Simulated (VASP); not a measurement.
# AgI (F-43m) in VASP: notebook

Runs on AgI. Level: r2SCAN. Tasks: elastic constants.

All numbers are computed with VASP 6.6.1; they aren't measurements. Logs are shortened: lines on timing, memory, paths and dates and some standing lists are left out, and cuts for length are marked.

## 1. The cell of the first run

It takes space group F-43m (No. 216, cubic). The conventional cell has a = 6.509 Å, b = 6.509 Å, c = 6.509 Å, α = 90.00°, β = 90.00°, γ = 90.00°. Within 3.7 Å of Ag (site symmetry -43m) lie 4 I at 2.82 Å. Within 3.7 Å of I (site symmetry -43m) lie 4 Ag at 2.82 Å.

## 2. Elastic constants, r2SCAN

INCAR

```
PREC = Accurate
ENCUT = 550
EDIFF = 1E-8
ISMEAR = 0
SIGMA = 0.01
LREAL = False
LASPH = True
NELM = 120
ALGO = Normal
ISIF = 3
LWAVE = False
LCHARG = True
METAGGA = R2SCAN
LMIXTAU = True
NBANDS = 16
IBRION = 6
NFREE = 2
POTIM = 0.015
NSW = 1
GGA_COMPAT = False
KPAR = 4
```

KPOINTS

```
Automatic mesh
0
Gamma
  8 8 8
```

POSCAR

```
AgI
1.0
    0.0000000000      3.2543009403      3.2543009403
    3.2543009403      0.0000000000      3.2543009403
    3.2543009403      3.2543009403      0.0000000000
Ag I
1 1
Direct
    0.0000000000      0.0000000000      0.0000000000
    0.7500000000      0.7500000000      0.7500000000
```

Potentials or basis: VASP PAW PBE potentials, release 64 (Ag, I).

Run with:

```console
$ cat potpaw_PBE.64/Ag/POTCAR potpaw_PBE.64/I/POTCAR > POTCAR
$ mpirun -np 4 vasp_std > vasp.out
```

OUTCAR:

```text
PREC = Accurate
   ENCUT = 550
   EDIFF = 1E-8
   ISMEAR = 0
   LREAL = False
   LASPH = True
   NELM = 120
   ISIF = 3
   METAGGA = R2SCAN
   IBRION = 6
   NFREE = 2
   POTIM = 0.015
   NSW = 1

 ion  position               nearest neighbor table
   1  0.000  0.000  0.000-   2 2.82   2 2.82   2 2.82   2 2.82
   2  0.750  0.750  0.750-   1 2.82   1 2.82   1 2.82   1 2.82

  LATTYP: Found a face centered cubic cell.
 ALAT       =     6.5086018806

  Lattice vectors:

 A1 = (   0.0000000000,   3.2543009403,   3.2543009403)
 A2 = (   3.2543009403,   0.0000000000,   3.2543009403)
 A3 = (   3.2543009403,   3.2543009403,   0.0000000000)

Analysis of symmetry for initial positions (statically):
=====================================================================
 Subroutine PRICEL returns:
 Original cell was already a primitive cell.

 Routine SETGRP: Setting up the symmetry group for a
 face centered cubic supercell.

 Subroutine GETGRP returns: Found 24 space group operations
 (whereof 24 operations were pure point group operations)
 out of a pool of 48 trial point group operations.

The static configuration has the point symmetry T_d .

Analysis of symmetry for dynamics (positions and initial velocities):
=====================================================================
 Subroutine PRICEL returns:
 Original cell was already a primitive cell.

 Routine SETGRP: Setting up the symmetry group for a
 face centered cubic supercell.

 Subroutine GETGRP returns: Found 24 space group operations
 (whereof 24 operations were pure point group operations)
 out of a pool of 48 trial point group operations.

The dynamic configuration has the point symmetry T_d .

 Subroutine INISYM returns: Found 24 space group operations
 (whereof 24 operations are pure point group operations),
 and found     1 'primitive' translations

[... 339 lines left out ...]
 fundamental gap:      1.7805561472
 Fermi energy:         2.8577081799

 k-point     1 :       0.0000    0.0000    0.0000
  band No.  band energies     occupation
      1     -10.3700      2.00000
      2      -1.5102      2.00000
      3      -1.4921      2.00000
      4      -1.4737      2.00000
      5      -0.2672      2.00000
      6      -0.2670      2.00000
[... 433 lines left out ...]
      3      -1.2921      2.00000
      4      -1.1088      2.00000
      5      -0.2991      2.00000
      6      -0.2207      2.00000
[... 8 lines left out ...]
     15      13.9510      0.00000
     16      14.6890      0.00000

 [... further k-points ...]
[... 5 lines left out ...]
  --------------------------------------------------------------------------------------
  -------------------------------------------------------------------------------------
  Total        0.3731658      0.3743941      0.3743941      0.0000000     -0.0661164      0.0000000
  in kB        8.6737973      8.7023487      8.7023487      0.0000000     -1.5367972      0.0000000
  external PRESSURE =       8.6928316 kB  Pullay stress =       0.0000000 kB
[... 17 lines left out ...]
  FREE ENERGIE OF THE ION-ELECTRON SYSTEM (eV)
  ---------------------------------------------------
  free  energy   TOTEN  =       -46.5201119594 eV

  energy  without entropy=      -46.5201119594  energy(sigma->0) =      -46.52011196

 INTERNAL STRAIN TENSORS FROM STRAINED CELLS
 ============================================

 INTERNAL STRAIN TENSOR FOR ION    1 for displacements in x,y,z  (eV/Angst):
          X           Y           Z          XY          YZ          ZX
  --------------------------------------------------------------------------------
  x    -0.00000     0.00000     0.00000     0.00000    -4.41020    -0.00000
  y    -0.00000     0.00000     0.00000     0.00000     0.00000    -4.41017
  z    -0.00000     0.00000    -0.00000    -4.41015     0.00000     0.00000

 INTERNAL STRAIN TENSORS FROM DISPLACED ATOMS
 ============================================

 INTERNAL STRAIN TENSOR FOR ION    1 for displacements in x,y,z  (eV/Angst):
          X           Y           Z          XY          YZ          ZX
  --------------------------------------------------------------------------------
  x    -0.00000     0.00000     0.00000     0.00000    -4.40456     0.00000
  y     0.00000     0.00000     0.00000     0.00000     0.00000    -4.40456
  z     0.00000     0.00000    -0.00000    -4.40456     0.00000     0.00000

 INTERNAL STRAIN TENSOR FOR ION    2 for displacements in x,y,z  (eV/Angst):
          X           Y           Z          XY          YZ          ZX
  --------------------------------------------------------------------------------
  x     0.00000     0.00000     0.00000     0.00000     4.40564     0.00000
  y    -0.00000     0.00000    -0.00000     0.00000     0.00000     4.40564
  z     0.00000     0.00000     0.00000     4.40564     0.00000     0.00000

 Eigenvectors and eigenvalues of the dynamical matrix
 ----------------------------------------------------

   1 f  =    3.096397 THz    19.455239 2PiTHz  103.284702 cm-1    12.805665 meV
             X         Y         Z           dx          dy          dz
      0.000000  0.000000  0.000000     0.000000    0.735319    0.000000
      4.881451  4.881451  4.881451     0.000000   -0.677721    0.000000
[... 21 lines left out ...]
   6 f/i=    0.000474 THz     0.002981 2PiTHz    0.015826 cm-1     0.001962 meV
             X         Y         Z           dx          dy          dz
      0.000000  0.000000  0.000000     0.000000    0.000000   -0.677721
      4.881451  4.881451  4.881451     0.000000    0.000000   -0.735319

--------------------------------------------------------------------------------------------------------

 ELASTIC MODULI CONTR FROM IONIC RELAXATION (kBar)
 Direction    XX          YY          ZZ          XY          YZ          ZX
 --------------------------------------------------------------------------------
 XX          -0.0000     -0.0000     -0.0000     -0.0000     -0.0000      0.0000
 YY          -0.0000     -0.0000     -0.0000     -0.0000     -0.0000      0.0000
 ZZ          -0.0000     -0.0000     -0.0000     -0.0000     -0.0000      0.0000
 XY          -0.0000     -0.0000     -0.0000   -197.1952      0.0000      0.0000
 YZ          -0.0000     -0.0000     -0.0000      0.0000   -197.1952      0.0000
 ZX           0.0000      0.0000      0.0000      0.0000      0.0000   -197.1952
 --------------------------------------------------------------------------------

 TOTAL ELASTIC MODULI (kBar)
 Direction    XX          YY          ZZ          XY          YZ          ZX
 --------------------------------------------------------------------------------
 XX         358.0584    315.7206    315.7206      0.0000      0.0000     -0.0000
 YY         315.7206    358.0584    315.7206     -0.0000      0.0000     -0.0000
 ZZ         315.7206    315.7206    358.0584      0.0000     -0.0000      0.0000
 XY           0.0000     -0.0000      0.0000     67.2320      0.0000      0.0000
 YZ           0.0000      0.0000     -0.0000      0.0000     67.2320      0.0000
 ZX          -0.0000     -0.0000      0.0000      0.0000      0.0000     67.2320
 --------------------------------------------------------------------------------
```

stdout:

```text
POSCAR found type information on POSCAR AgI
 POSCAR found :  2 types and       2 ions
 scaLAPACK will be used
 -----------------------------------------------------------------------------
|                                                                             |
|                                                                             |
|     You enforced a specific xc type in the INCAR file but a different       |
|     I HOPE YOU KNOW WHAT YOU ARE DOING!                                     |
[... 32 lines left out ...]
 Finite differences progress:
 bond charge predicted
 Finite differences progress:
 bond charge predicted
 Finite differences progress:
 bond charge predicted
 Finite differences progress:
 bond charge predicted
 Finite differences progress:
 bond charge predicted
 Finite differences progress:
 bond charge predicted
 Finite differences progress:
```

It took 15 min on 4 MPI ranks of Intel Xeon 6975P-C (Granite Rapids), shared host; peak memory 0.47 GiB.

Results:

```
Elastic constants C11, C12, C44                         : 36, 32, 7 GPa
Voigt bulk modulus                                      : 33 GPa
Highest phonon frequency at Γ, LO-TO splitting left out : 103 cm⁻¹
```

Phonon frequencies in cm⁻¹ (negative: imaginary):
```tsv
q point	frequencies
(0.000, 0.000, 0.000)	0 0 0 103 103 103
```

Elastic tensor in Voigt notation (GPa, in the Cartesian axes of the cell as first typed):
```
36 32 32  0  0  0
32 36 32  0  0  0
32 32 36  0  0  0
 0  0  0  7  0  0
 0  0  0  0  7  0
 0  0  0  0  0  7
```

Clamped-ion elastic tensor (GPa):
```
36 32 32  0  0  0
32 36 32  0  0  0
32 32 36  0  0  0
 0  0  0 26  0  0
 0  0  0  0 26  0
 0  0  0  0  0 26
```

Caveat: the PAW data sets were made with another functional, which shifts forces and pressure a little; spin-orbit coupling is left out, which moves the levels of the heavy elements.

## 3. Elastic constants, r2SCAN

This run uses another cell than the first one, of 35.57 Å³/atom.

INCAR

```
SYSTEM = AgI
ALGO = Normal
EDIFF = 1E-8
ENCUT = 550
GGA_COMPAT = .False.
IBRION = 6
ISIF = 3
ISMEAR = 0
KPAR = 4
LASPH = .True.
LCHARG = .False.
LMIXTAU = .True.
LREAL = .False.
LWAVE = .False.
METAGGA = R2SCAN
NBANDS = 16
NELM = 120
NFREE = 2
NSW = 1
POTIM = 0.015
PREC = Accurate
SIGMA = 0.01
```

KPOINTS

```
k-points
0
Gamma
  8 8 8
  0 0 0
```

POSCAR

```
AgI
1.0
    0.0000000000      3.2886554208      3.2886554208
    3.2886554208      0.0000000000      3.2886554208
    3.2886554208      3.2886554208      0.0000000000
Ag I
1 1
Direct
    0.0000000000      0.0000000000      0.0000000000
    0.7500000000      0.7500000000      0.7500000000
```

Potentials or basis: VASP PAW PBE potentials, release 64 (Ag, I).

Run with:

```console
$ cat potpaw_PBE.64/Ag/POTCAR potpaw_PBE.64/I/POTCAR > POTCAR
$ mpirun -np 4 vasp_std > vasp.out
```

Run time: 15 min. Hardware: 4 MPI ranks of Intel Xeon 6975P-C (Granite Rapids), shared host; peak memory 0.49 GiB.

Results (log left out):

* Elastic constants C11, C12, C44: 32, 27, 8 GPa
* Voigt bulk modulus: 29 GPa
* Highest phonon frequency at Γ, LO-TO splitting left out: 95 cm⁻¹

Phonon frequencies in cm⁻¹ (negative: imaginary):
```tsv
q point	frequencies
(0.000, 0.000, 0.000)	0 0 0 95 95 95
```

Elastic tensor in Voigt notation (GPa, in the Cartesian axes of the cell as first typed):
```
32 27 27  0  0  0
27 32 27  0  0  0
27 27 32  0  0  0
 0  0  0  8  0  0
 0  0  0  0  8  0
 0  0  0  0  0  8
```

Clamped-ion elastic tensor (GPa):
```
32 27 27  0  0  0
27 32 27  0  0  0
27 27 32  0  0  0
 0  0  0 23  0  0
 0  0  0  0 23  0
 0  0  0  0  0 23
```

Caveat: the PAW data sets were made with another functional, which shifts forces and pressure a little; spin-orbit coupling is left out, which moves the levels of the heavy elements.
